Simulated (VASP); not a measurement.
# Os (Fm-3m) in VASP: notebook, part 2 of 2

VASP 6.6.1.

## (3) Single point, PBEsol

This run uses another cell than the first one, of 13.94 Å³/atom, 0.951 times its volume.

The input, INCAR:

```
SYSTEM = Os
ALGO = Normal ; EDIFF = 1E-6
ENCUT = 520 ; GGA = PS
ISIF = 2 ; ISMEAR = 0
LASPH = .True. ; LCHARG = .True.
LELF = .True. ; LREAL = .False.
LVHAR = .True. ; LWAVE = .False.
NBANDS = 10 ; NELM = 80
PREC = Accurate ; SIGMA = 0.1
```

The input, KPOINTS:

```
k-points
0
Gamma
  18 18 18
  0 0 0
```

The input, POSCAR:

```
Os
1.0
    0.0000000000      1.9102792079      1.9102792079
    1.9102792079      0.0000000000      1.9102792079
    1.9102792079      1.9102792079      0.0000000000
Os
1
Direct
    0.0000000000      0.0000000000      0.0000000000
```

Potentials or basis: VASP PAW PBE potentials, release 64 (Os).

Launch:

```bash
$ cat potpaw_PBE.64/Os/POTCAR > POTCAR
$ mpirun -np 1 vasp_std > vasp.out
```

OUTCAR:

```text
SYSTEM = Os
   EDIFF = 1E-6
   ENCUT = 520
   GGA = PS
   ISIF = 2
   ISMEAR = 0
   LASPH = .True.
   LREAL = .False.
   NELM = 80
   PREC = Accurate

 ion  position               nearest neighbor table
   1  0.000  0.000  0.000-

  LATTYP: Found a face centered cubic cell.
 ALAT       =     3.8205584158

  Lattice vectors:

 A1 = (   0.0000000000,   1.9102792079,   1.9102792079)
 A2 = (   1.9102792079,   0.0000000000,   1.9102792079)
 A3 = (   1.9102792079,   1.9102792079,   0.0000000000)

Analysis of symmetry for initial positions (statically):
=====================================================================
 Subroutine PRICEL returns:
 Original cell was already a primitive cell.

 Routine SETGRP: Setting up the symmetry group for a
 face centered cubic supercell.

 Subroutine GETGRP returns: Found 48 space group operations
 (whereof 48 operations were pure point group operations)
 out of a pool of 48 trial point group operations.

The static configuration has the point symmetry O_h .

Analysis of symmetry for dynamics (positions and initial velocities):
=====================================================================
 Subroutine PRICEL returns:
 Original cell was already a primitive cell.

 Routine SETGRP: Setting up the symmetry group for a
 face centered cubic supercell.

 Subroutine GETGRP returns: Found 48 space group operations
 (whereof 48 operations were pure point group operations)
 out of a pool of 48 trial point group operations.

The dynamic configuration has the point symmetry O_h .

 Subroutine INISYM returns: Found 48 space group operations
 (whereof 48 operations are pure point group operations),
 and found     1 'primitive' translations

----------------------------------------------------------------------------------------

                                     Primitive cell

  volume of cell :      13.9419

  direct lattice vectors                    reciprocal lattice vectors
     0.000000000  1.910279208  1.910279208    -0.261741843  0.261741843  0.261741843
     1.910279208  0.000000000  1.910279208     0.261741843 -0.261741843  0.261741843
     1.910279208  1.910279208  0.000000000     0.261741843  0.261741843 -0.261741843

  length of vectors
     2.701542764  2.701542764  2.701542764     0.453350170  0.453350170  0.453350170

  position of ions in fractional coordinates (direct lattice)
     0.000000000  0.000000000  0.000000000

  ion indices of the primitive-cell ions
   primitive index   ion index
                 1           1

----------------------------------------------------------------------------------------

 KPOINTS: k-points

Automatic generation of k-mesh.
 Grid dimensions read from file:
 generate k-points for:   18   18   18

 Generating k-lattice:

  Cartesian coordinates                     Fractional coordinates (reciprocal lattice)
    -0.014541213  0.014541213  0.014541213     0.055555556  0.000000000  0.000000000
     0.014541213 -0.014541213  0.014541213     0.000000000  0.055555556  0.000000000
     0.014541213  0.014541213 -0.014541213     0.000000000  0.000000000  0.055555556

  Length of vectors
     0.025186121  0.025186121  0.025186121

  Shift w.r.t. Gamma in fractional coordinates (k-lattice)
     0.000000000  0.000000000  0.000000000

 Subroutine IBZKPT returns following result:
 ===========================================

 Found    195 irreducible k-points:

 Following reciprocal coordinates:
            Coordinates               Weight
  0.000000  0.000000  0.000000      1.000000
  0.055556  0.000000  0.000000      8.000000
  0.111111  0.000000  0.000000      8.000000
  0.166667  0.000000  0.000000      8.000000
  0.222222  0.000000  0.000000      8.000000
  0.277778  0.000000  0.000000      8.000000
[... 16 lines left out ...]
 -0.277778  0.055556  0.000000     24.000000
 -0.222222  0.055556  0.000000     24.000000
 [... further k-points ...]
   k-points           NKPTS =    195   k-points in BZ     NKDIM =    195   number of bands    NBANDS=     10
   number of dos      NEDOS =    301   number of ions     NIONS =      1
   total plane-waves  NPLWV =   8000
   dimension x,y,z NGX =    20 NGY =   20 NGZ =   20
   dimension x,y,z NGXF=    40 NGYF=   40 NGZF=   40
   ions per type =               1
   NGX,Y,Z   is equivalent  to a cutoff of  12.31, 12.31, 12.31 a.u.
   NGXF,Y,Z  is equivalent  to a cutoff of  24.61, 24.61, 24.61 a.u.
 SYSTEM =  Os
   PREC   = accura    normal or accurate (medium, high low for compatibility)
   ISTART =      0    job   : 0-new  1-cont  2-samecut
   ICHARG =      2    charge: 1-file 2-atom 10-const
   ISPIN  =      1    spin polarized calculation?
   LNONCOLLINEAR =      F non collinear calculations
   LSORBIT =      F    spin-orbit coupling
   LASPH  =      T    aspherical Exc in radial PAW
   ENCUT  =  520.0 eV  38.22 Ry    6.18 a.u.   5.02  5.02  5.02*2*pi/ulx,y,z
   NELM   =     80;   NELMIN=  2; NELMDL= -5     # of ELM steps
   EDIFF  = 0.1E-05   stopping-criterion for ELM
   LREAL  =      F    real-space projection
   EDIFFG = 0.1E-04   stopping-criterion for IOM
   NSW    =      0    number of steps for IOM
   IBRION =     -1    ionic relax: 0-MD 1-quasi-New 2-CG
   NFREE  =      0    steps in history (QN), initial steepest desc. (CG)
   ISIF   =      2    stress and relaxation
   ISYM   =      2    0-nonsym 1-usesym 2-fastsym
   POTIM  = 0.5000    time-step for ionic-motion
   TEBEG  =    0.0;   TEEND  =   0.0 temperature during run
   PSTRESS=    0.0 pullay stress
   NELECT =       8.0000    total number of electrons
   NUPDOWN=      -1.0000    fix difference up-down
   EMIN   =  10.00;   EMAX   =-10.00  energy-range for DOS
   EFERMI =   0.00;   METHOD = LEGACY
   ISMEAR =     0;   SIGMA  =   0.10  broadening in eV -4-tet -1-fermi 0-gaus
   EFERMI_NEDOS =   21; number of points for ismear=-14 and -15
   IALGO  =     38    algorithm
   IMIX   =      4    mixing-type and parameters
     AMIX     =   0.40;   BMIX     =  1.00
     AMIX_MAG =   1.60;   BMIX_MAG =  1.00
  volume/ion in A,a.u.               =      13.94        94.08
  Fermi-wavevector in a.u.,A,eV,Ry     =   1.360394  2.570772 25.179912  1.850671
  Thomas-Fermi vector in A             =   2.487060
   LORBIT       =      0    0 simple, 1 ext, 2 COOP (PROOUT), +10 PAW based schemes
   GGA     = PS    functional components
   LHFCALC =     F    Hartree Fock is set to
   AEXX    =    0.0000 exact exchange contribution
   IVDW    =     0    specifies the selected vdW correction
   LEPSILON=     F    determine dielectric tensor
   LRPA    =     F    only Hartree local field effects (RPA)
 non-spin polarized calculation
 Gauss-broadening in eV      SIGMA  =   0.10
  energy-cutoff  :      520.00
  volume of cell :       13.94
 maximum number of plane-waves:       388
   NGX =  9   NGY =  9   NGZ =  9

 number of electron       7.9999999 magnetization

 Free energy of the ion-electron system (eV)
  ---------------------------------------------------
  ext. energy  EPLUGINS =         0.00000000
  ---------------------------------------------------
  free energy    TOTEN  =       -12.10418065 eV

  energy without entropy =      -12.10034241  energy(sigma->0) =      -12.10226153

 E-fermi :   9.1964     XC(G=0): -14.1714

 val. band max:        9.1579077063   @ k =  -0.3889   0.3333   0.0000
 cond. band min:       9.1997488384   @ k =  -0.2222   0.2778   0.0556
 fundamental gap:      0.0418411321
 Fermi energy:         9.1964416075

 k-point     1 :       0.0000    0.0000    0.0000
  band No.  band energies     occupation
      1      -1.6703      2.00000
      2       6.2074      2.00000
      3       6.2074      2.00000
      4       6.2074      2.00000
      5       9.2936      0.16936
      6       9.2936      0.16936
      7      23.5065      0.00000
      8      29.3277      0.00000
      9      29.3277      0.00000
     10      29.3277      0.00000

 k-point     2 :       0.0556    0.0000    0.0000
  band No.  band energies     occupation
      1      -1.5245      2.00000
      2       6.1173      2.00000
      3       6.2746      2.00000
      4       6.2746      2.00000
      5       9.2436      0.50444
      6       9.2436      0.50444
      7      23.7807      0.00000
      8      28.5603      0.00000
      9      29.5875      0.00000
     10      29.5875      0.00000
[... 274 lines left out ...]
 k-point    24 :      -0.2222    0.0556    0.0000
  band No.  band energies     occupation
      1       0.6526      2.00000
      2       5.3760      2.00000
      3       6.6914      2.00000
      4       6.8073      2.00000
      5       8.9121      1.99994
      6       9.9179      0.00000
      7      23.8107      0.00000
      8      27.0502      0.00000
      9      32.1563      0.00000
     10      33.3863      0.00000

 [... further k-points ...]
[... 5 lines left out ...]
  --------------------------------------------------------------------------------------
  -------------------------------------------------------------------------------------
  Total        0.0395760      0.0395760      0.0395760      0.0000000      0.0000000      0.0000000
  in kB        4.5480177      4.5480177      4.5480177      0.0000000      0.0000000      0.0000000
  external PRESSURE =       4.5480177 kB  Pullay stress =       0.0000000 kB

 VOLUME and BASIS-vectors are now :
 -----------------------------------------------------------------------------
  energy-cutoff  :      520.00
  volume of cell :       13.94
      direct lattice vectors                 reciprocal lattice vectors
     0.000000000  1.910279208  1.910279208    -0.261741843  0.261741843  0.261741843
     1.910279208  0.000000000  1.910279208     0.261741843 -0.261741843  0.261741843
     1.910279208  1.910279208  0.000000000     0.261741843  0.261741843 -0.261741843

 POSITION                                       TOTAL-FORCE (eV/Angst)
 -----------------------------------------------------------------------------------
      0.00000      0.00000      0.00000         0.000000      0.000000      0.000000
 -----------------------------------------------------------------------------------
    total drift:                                0.000000      0.000000      0.000000

  FREE ENERGIE OF THE ION-ELECTRON SYSTEM (eV)
  ---------------------------------------------------
  free  energy   TOTEN  =       -12.1041806527 eV

  energy  without entropy=      -12.1003424065  energy(sigma->0) =      -12.10226153
```

OSZICAR:

```text
N       E                     dE             d eps       ncg     rms          rms(c)
DAV:   1     0.362005396704E+02    0.36201E+02   -0.41852E+03  3988   0.741E+02
DAV:   2    -0.117734319745E+02   -0.47974E+02   -0.44742E+02  4060   0.202E+02
DAV:   3    -0.128568774081E+02   -0.10834E+01   -0.10772E+01  4566   0.283E+01
DAV:   4    -0.128596612763E+02   -0.27839E-02   -0.27836E-02  4264   0.157E+00
DAV:   5    -0.128596702681E+02   -0.89918E-05   -0.89917E-05  4342   0.826E-02    0.173E+01
DAV:   6    -0.122750383062E+02    0.58463E+00   -0.63770E-01  4654   0.632E+00    0.776E+00
DAV:   7    -0.121089725904E+02    0.16607E+00   -0.43060E-01  4816   0.494E+00    0.503E-01
DAV:   8    -0.121061086607E+02    0.28639E-02   -0.18679E-03  4044   0.354E-01    0.357E-01
DAV:   9    -0.121041872871E+02    0.19214E-02   -0.10382E-03  4316   0.356E-01    0.243E-02
DAV:  10    -0.121041844800E+02    0.28071E-05   -0.10498E-05  4224   0.240E-02    0.903E-03
DAV:  11    -0.121041807499E+02    0.37301E-05   -0.10977E-06  2858   0.153E-02    0.242E-03
DAV:  12    -0.121041806527E+02    0.97217E-07   -0.20915E-08  2040   0.127E-03
   1 F= -.12104181E+02 E0= -.12102262E+02  d E =-.383825E-02
```

stdout:

```text
POSCAR found type information on POSCAR Os
 POSCAR found :  1 types and       1 ions
 scaLAPACK will be used
 -----------------------------------------------------------------------------
|                                                                             |
|                                                                             |
|     You enforced a specific xc type in the INCAR file but a different       |
|     I HOPE YOU KNOW WHAT YOU ARE DOING!                                     |
|                                                                             |
 -----------------------------------------------------------------------------

 LDA part: xc-table for (Slater+PW92), standard interpolation
 POSCAR, INCAR and KPOINTS ok, starting setup
 FFT: planning ... GRIDC
 FFT: planning ... GRID_SOFT
 FFT: planning ... GRID
 WAVECAR not read
 entering main loop
```

Run time: 20 s. Hardware: 1 thread of Intel Xeon Platinum 8259CL at 2.50GHz (Skylake/Cascade Lake), shared host; peak memory 0.15 GiB.

What came out:

| Property | Result |
| --- | --- |
| Free energy | -12.1042 eV |
| Pressure | 0.5 GPa |
| Band gap on the k mesh | zero (band 4 reaches 11.70 eV, above the bottom of band 5 at 7.82 eV) |

Caveat: the PAW data sets were made with another functional, which shifts forces and pressure a little; spin-orbit coupling is left out, which moves the levels of the heavy elements.
